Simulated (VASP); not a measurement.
A run of VASP 6.6.1 is set up as follows.

File INCAR:

```
PREC = Accurate
ENCUT = 520
EDIFF = 1E-6
ISMEAR = -1
SIGMA = 0.05
LREAL = F
LASPH = T
NELM = 60
ALGO = Normal
ISIF = 2
LWAVE = F
LCHARG = F
NBANDS = 9
```

The input KPOINTS:

```
regular mesh
0
Gamma
  11 11 11
```

The input POSCAR:

```
LiH
1.0
    0.0000000000      2.0502388037      2.0502388037
    2.0502388037      0.0000000000      2.0502388037
    2.0502388037      2.0502388037      0.0000000000
Li H
1 1
Direct
    0.0000000000      0.0000000000      0.0000000000
    0.5000000000      0.5000000000      0.5000000000
```

Potentials or basis: VASP PAW LDA potentials, release 64 (Li_sv, H).

Launch:

```bash
$ cat potpaw_LDA.64/Li_sv/POTCAR potpaw_LDA.64/H/POTCAR > POTCAR
$ mpirun -np 1 vasp_std > vasp.out
```

**Question.** Estimate the band gap on the k mesh.

**Answer.** 2.85 eV, direct.

 A k mesh can miss the band edges.
